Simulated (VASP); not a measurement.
# SiNi (Pnma) in VASP: settings compared, part 2 of 2

VASP 6.6.1. The steps go on from the part before.

**3. Single point, revPBE+D4, collinear spin, ferromagnetic start**

This run uses another cell than the first one, of 11.66 Å³/atom.

INCAR

```
PREC     = Accurate       # precision mode
ENCUT    = 520            # plane-wave cutoff, eV
EDIFF    = 1E-7           # SCF threshold, eV
ISMEAR   = -1             # smearing method
SIGMA    = 0.05           # smearing width, eV
LREAL    = F              # projectors in reciprocal space
LASPH    = T              # aspherical terms in the spheres
NELM     = 150            # most SCF steps
ALGO     = Normal         # electronic algorithm
ISIF     = 2              # what is computed and relaxed
LWAVE    = F              # write WAVECAR
LCHARG   = T              # write CHGCAR
ISPIN    = 2              # spin polarisation
MAGMOM   = 1 1 1 1 0 0 0 0 # initial moments
LORBIT   = 11             # projections on sites
LMAXMIX  = 4              # l up to which the mixer works
GGA      = RE             # functional
IVDW     = 13             # dispersion correction
LELF     = T              # ELF
LVHAR    = T            
NBANDS   = 42             # bands
```

KPOINTS

```
Automatic mesh
0
Gamma
  5 8 5
```

POSCAR

```
SiNi
1.0
    5.0532673384      0.0000000000      0.0000000000
    0.0000000000      3.3601573920      0.0000000000
    0.0000000000      0.0000000000      5.4929875021
Ni Si
4 4
Direct
    0.9892572875      0.7500000000      0.8137681844
    0.5107427125      0.2500000000      0.3137681844
    0.4892572875      0.7500000000      0.6862318156
    0.0107427125      0.2500000000      0.1862318156
    0.6761497861      0.2500000000      0.9124157134
    0.8238502139      0.7500000000      0.4124157134
    0.1761497861      0.2500000000      0.5875842866
    0.3238502139      0.7500000000      0.0875842866
```

Potentials or basis: VASP PAW PBE potentials, release 64 (Ni, Si).

Run with:

```sh
cat potpaw_PBE.64/Ni/POTCAR potpaw_PBE.64/Si/POTCAR > POTCAR
mpirun -np 1 vasp_std > vasp.out
```

OUTCAR:

```text
PREC = Accurate
   ENCUT = 520
   EDIFF = 1E-7
   ISMEAR = -1
   LREAL = F
   LASPH = T
   NELM = 150
   ISIF = 2
   ISPIN = 2
   LORBIT = 11
   GGA = RE
   IVDW = 13

 ion  position               nearest neighbor table
   1  0.989  0.750  0.814-   8 2.26   7 2.29   7 2.29   6 2.36   5 2.37   5 2.37   3 2.62   3 2.62
                             4 2.65   4 2.65
   2  0.511  0.250  0.314-   7 2.26   8 2.29   8 2.29   5 2.36   6 2.37   6 2.37   4 2.62   4 2.62
                             3 2.65   3 2.65
   3  0.489  0.750  0.686-   6 2.26   5 2.29   5 2.29   8 2.36   7 2.37   7 2.37   1 2.62   1 2.62
                             2 2.65   2 2.65
   4  0.011  0.250  0.186-   5 2.26   6 2.29   6 2.29   7 2.36   8 2.37   8 2.37   2 2.62   2 2.62
                             1 2.65   1 2.65
   5  0.676  0.250  0.912-   4 2.26   3 2.29   3 2.29   2 2.36   1 2.37   1 2.37   8 2.63   8 2.63
                             7 3.09   7 3.09
   6  0.824  0.750  0.412-   3 2.26   4 2.29   4 2.29   1 2.36   2 2.37   2 2.37   7 2.63   7 2.63
                             8 3.09   8 3.09
   7  0.176  0.250  0.588-   2 2.26   1 2.29   1 2.29   4 2.36   3 2.37   3 2.37   6 2.63   6 2.63
                             5 3.09   5 3.09
   8  0.324  0.750  0.088-   1 2.26   2 2.29   2 2.29   3 2.36   4 2.37   4 2.37   5 2.63   5 2.63
[... 2315 lines left out ...]
  energy-cutoff  :      520.00
  volume of cell :       93.27
      direct lattice vectors                 reciprocal lattice vectors
     5.053267338  0.000000000  0.000000000     0.197891766  0.000000000  0.000000000
     0.000000000  3.360157392  0.000000000     0.000000000  0.297605107  0.000000000
     0.000000000  0.000000000  5.492987502     0.000000000  0.000000000  0.182050296

 POSITION                                       TOTAL-FORCE (eV/Angst)
 -----------------------------------------------------------------------------------
      4.99898      2.52012      4.47002        -0.009384      0.000000      0.002205
      2.58092      0.84004      1.72352         0.009384      0.000000      0.002205
      2.47235      2.52012      3.76946        -0.009384      0.000000     -0.002205
      0.05429      0.84004      1.02297         0.009384     -0.000000     -0.002205
      3.41677      0.84004      5.01189        -0.004593      0.000000     -0.002655
      4.16314      2.52012      2.26539         0.004593     -0.000000     -0.002655
      0.89013      0.84004      3.22759        -0.004593     -0.000000      0.002655
      1.63650      2.52012      0.48110         0.004593      0.000000      0.002655
 -----------------------------------------------------------------------------------
    total drift:                                0.000000      0.000000     -0.000000

  FREE ENERGIE OF THE ION-ELECTRON SYSTEM (eV)
  ---------------------------------------------------
  free  energy   TOTEN  =       -51.7353241784 eV

  energy  without entropy=      -51.7234022061  energy(sigma->0) =      -51.72936319

 total charge

# of ion       s       p       d       tot
------------------------------------------
    1        0.514   0.683   8.462   9.660
    2        0.514   0.683   8.462   9.660
    3        0.514   0.683   8.462   9.660
    4        0.514   0.683   8.462   9.660
    5        0.761   0.874   0.000   1.635
    6        0.761   0.874   0.000   1.635
    7        0.761   0.874   0.000   1.635
    8        0.761   0.874   0.000   1.635
--------------------------------------------------
tot          5.098   6.230  33.850  45.178

 magnetization (x)

# of ion       s       p       d       tot
------------------------------------------
    1       -0.000   0.000  -0.000  -0.000
    2       -0.000   0.000  -0.000  -0.000
    3       -0.000   0.000  -0.000  -0.000
    4       -0.000   0.000  -0.000  -0.000
    5       -0.000   0.000   0.000   0.000
    6       -0.000   0.000   0.000   0.000
    7       -0.000   0.000   0.000   0.000
    8       -0.000   0.000   0.000   0.000
--------------------------------------------------
tot         -0.000   0.000  -0.000  -0.000
```

OSZICAR:

```text
N       E                     dE             d eps       ncg     rms          rms(c)
DAV:   1     0.379013968591E+03    0.37901E+03   -0.23751E+04  7560   0.159E+03
DAV:   2    -0.171066871484E+02   -0.39612E+03   -0.37425E+03  7562   0.344E+02
[... 10 lines left out ...]
DAV:  13    -0.447448897138E+02   -0.26010E-04   -0.13536E-04  9884   0.137E-01    0.495E-02
DAV:  14    -0.447448793289E+02    0.10385E-04   -0.17561E-05 10620   0.466E-02    0.239E-02
DAV:  15    -0.447448754069E+02    0.39220E-05   -0.56533E-06 11496   0.160E-02    0.786E-03
DAV:  16    -0.447448744500E+02    0.95687E-06   -0.75614E-07  9460   0.776E-03    0.236E-03
DAV:  17    -0.447448742985E+02    0.15152E-06   -0.14740E-07  4830   0.384E-03    0.798E-04
DAV:  18    -0.447448744601E+02   -0.16155E-06   -0.45529E-08  4232   0.175E-03    0.466E-04
DAV:  19    -0.447448745441E+02   -0.84022E-07   -0.80620E-09  4180   0.572E-04
   1 F= -.51735324E+02 E0= -.51729363E+02  d E =-.119220E-01  mag=    -0.0000
```

stdout:

```text
POSCAR found type information on POSCAR NiSi
 POSCAR found :  2 types and       8 ions
 scaLAPACK will be used
 -----------------------------------------------------------------------------
|                                                                             |
|                                                                             |
|     You enforced a specific xc type in the INCAR file but a different       |
|     I HOPE YOU KNOW WHAT YOU ARE DOING!                                     |
|                                                                             |
 -----------------------------------------------------------------------------

 LDA part: xc-table for (Slater+PW92), standard interpolation
 POSCAR, INCAR and KPOINTS ok, starting setup
 FFT: planning ... GRIDC
 FFT: planning ... GRID_SOFT
 FFT: planning ... GRID
 WAVECAR not read
 entering main loop
```

Run time: 6.1 min. Hardware: 1 thread of Intel Xeon Platinum 8259CL at 2.50GHz (Skylake/Cascade Lake), shared host; peak memory 0.39 GiB.

What came out:

```yaml
Free_energy: -51.7353 eV
Pressure: -0.2 GPa
Largest_force: 0.010 eV/Å
Band_gap_on_the_k_mesh: zero (filled and empty bands overlap)
Net_moment: 0.00 μB per cell
Valence_electrons_inside_the_program's_atomic_spheres: Ni 9.66; Si 1.64
Dispersion_energy_per_atom: -0.874 eV
```

Forces on the atoms (eV/Å):
```
Ni  -0.009  0.000  0.002
Ni   0.009  0.000  0.002
Ni  -0.009  0.000 -0.002
Ni   0.009  0.000 -0.002
Si  -0.005  0.000 -0.003
Si   0.005  0.000 -0.003
Si  -0.005  0.000  0.003
Si   0.005  0.000  0.003
```

Caveat: the moments typed at the start vanished in this run; the PAW data sets were made with another functional, which shifts forces and pressure a little.
